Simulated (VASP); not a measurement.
Here is a VASP 6.6.1 calculation.

Contents of INCAR:

```
  PREC = Accurate
  ENCUT = 520
  EDIFF = 1E-7
  ISMEAR = 0
  SIGMA = 0.1
  LREAL = False
  LASPH = True
  NELM = 80
  ALGO = Fast
  ISIF = 2
  LWAVE = False
  LCHARG = False
  GGA = PE
  NBANDS = 34
```

The input KPOINTS:

```
regular mesh
0
Gamma
  10 10 8
```

The input POSCAR:

```
Al4FeCo3
1.0
    4.1153785942      0.0000000000      0.0000000000
    0.0000000000      4.1153785942      0.0000000000
    0.0000000000      0.0000000000      5.8230779413
Al Fe Co
4 1 3
Direct
    0.0000000000      0.5000000000      0.7470570822
    0.0000000000      0.5000000000      0.2529429178
    0.5000000000      0.0000000000      0.7470570822
    0.5000000000      0.0000000000      0.2529429178
    0.0000000000      0.0000000000      0.5000000000
    0.0000000000      0.0000000000      0.0000000000
    0.5000000000      0.5000000000      0.0000000000
    0.5000000000      0.5000000000      0.5000000000
```

Potentials or basis: VASP PAW PBE potentials, release 64 (Al, Fe, Co).

Launch:

```sh
$ cat potpaw_PBE.64/Al/POTCAR potpaw_PBE.64/Fe/POTCAR potpaw_PBE.64/Co/POTCAR > POTCAR
$ mpirun -np 1 vasp_std > vasp.out
```

What does it give for the pressure?

-9.3 GPa.

What does it give for the band gap on the k mesh?

Zero (an odd number of electrons rules out a gap without spin polarisation).

Forces in eV/Å, atoms in the order of the input:
```
Al   0.000  0.000 -0.002
Al   0.000  0.000  0.002
Al   0.000  0.000 -0.002
Al   0.000  0.000  0.002
Fe   0.000  0.000  0.000
Co   0.000  0.000  0.000
Co   0.000  0.000  0.000
Co   0.000  0.000  0.000
```

Caveat: the cell stands under tension; the run has no spin polarisation, though such a crystal can be magnetic. Spin polarisation is off, so any magnetic state and its effect on volume and gap are missing.
